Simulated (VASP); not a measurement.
The system is Co.

```xyz
1
Lattice="0.0000 1.8074 1.8074 1.8074 0.0000 1.8074 1.8074 1.8074 0.0000" Properties=species:S:1:pos:R:3 pbc="T T T"
Co    0.0000    0.0000    0.0000
```

Base run:

```yaml
Program: VASP 6.6.1
Functional: PBE
Potentials_or_basis: VASP PAW PBE potentials, release 64 (Co)
Cutoff: 520 eV
k_mesh: 15 × 15 × 15
Occupations: fermi-dirac, width 0.1 eV
Spin: collinear spin, ferromagnetic start
Starting_moments: "[1.27] μB"
Fixed_moment: 1.27 μB
```

Its results: pressure -18.6 GPa; site moments Co +1.31 μB.

Question: The run is repeated on the same cell with these changes: fixed moment from 1.27 μB to 3.4 μB; moments at the start from [1.27] to [3.4]. What comes out?

Answer: Pressure 40.1 GPa; site moments Co +3.18 μB.

Caveats: the total moment is fixed, so each spin has its own Fermi level.
